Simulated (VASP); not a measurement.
Set up this calculation in VASP 6.6.1, as the native input.

```yaml
Task: single point
Functional: PBE
Potentials_or_basis: VASP PAW PBE potentials, release 64 (Cu, O)
Cutoff: 520 eV
k_mesh: 18 × 8 × 6
Occupations: gaussian, width 0.05 eV
Spin: collinear spin, ferromagnetic start
Starting_moments: "[0.0, 1.0, 1.0] μB"
Hubbard_terms: Cu d U = 4.0 eV
Dipole_correction: no
Further_INCAR_settings: ALGO = Normal; EDIFF = 1e-06; NBANDS = 22
```

The structure of CuO2 lies in POSCAR:

```
CuO2
1.0
    2.4212910000      0.0000000000      0.0000000000
    0.0000000000      6.4459520000      0.0000000000
    0.0000000000      0.0000000000      7.0670430000
Cu O
1 2
Direct
    0.0000000000      0.5000000000      0.0000000000
    0.0000000000      0.5000000000      0.4124350000
    0.0000000000      0.5000000000      0.5875650000
```

These files were run (other wordings do the same):

INCAR

```
SYSTEM = CuO2
  PREC = Accurate
  ENCUT = 520
  EDIFF = 1E-6
  ISMEAR = 0
  SIGMA = 0.05
  LREAL = .FALSE.
  LASPH = .TRUE.
  NELM = 150
  ALGO = Normal
  ISIF = 2
  LWAVE = .FALSE.
  LCHARG = .TRUE.
  ISPIN = 2
  MAGMOM = 0 1 1
  LORBIT = 11
  LMAXMIX = 4
  LDAU = .TRUE.
  LDAUTYPE = 2
  LDAUL = 2 -1
  LDAUU = 4 0
  LDAUJ = 0 0
  LDAUPRINT = 1
  GGA = PE
  LVHAR = .TRUE.
  NBANDS = 22
  KPAR = 4
```

KPOINTS

```
regular mesh
0
G
  18 8 6
  0 0 0
```

Potentials or basis: VASP PAW PBE potentials, release 64 (Cu, O).

Run with:

```sh
$ cat potpaw_PBE.64/Cu/POTCAR potpaw_PBE.64/O/POTCAR > POTCAR
$ mpirun -np 4 vasp_std > vasp.out
```

It gave:

- Pressure: 0.0 GPa
- Largest force: 0.266 eV/Å
- Band gap on the k mesh: zero (filled and empty bands overlap)
- Net moment: 1.02 μB per cell
- Site moments: Cu -0.03; O +0.44 μB
- Valence electrons inside the program's atomic spheres: Cu 9.91; O 4.89

Caveat: the standard files for N, O and F lose accuracy on very short bonds; a cell with one magnetic atom can't hold antiferromagnetic order, which such compounds often take.

Wall time 5.9 min on 4 MPI ranks on Oxide Virtual Turin-like Processor, on a shared host, peak memory 0.74 GiB a rank.
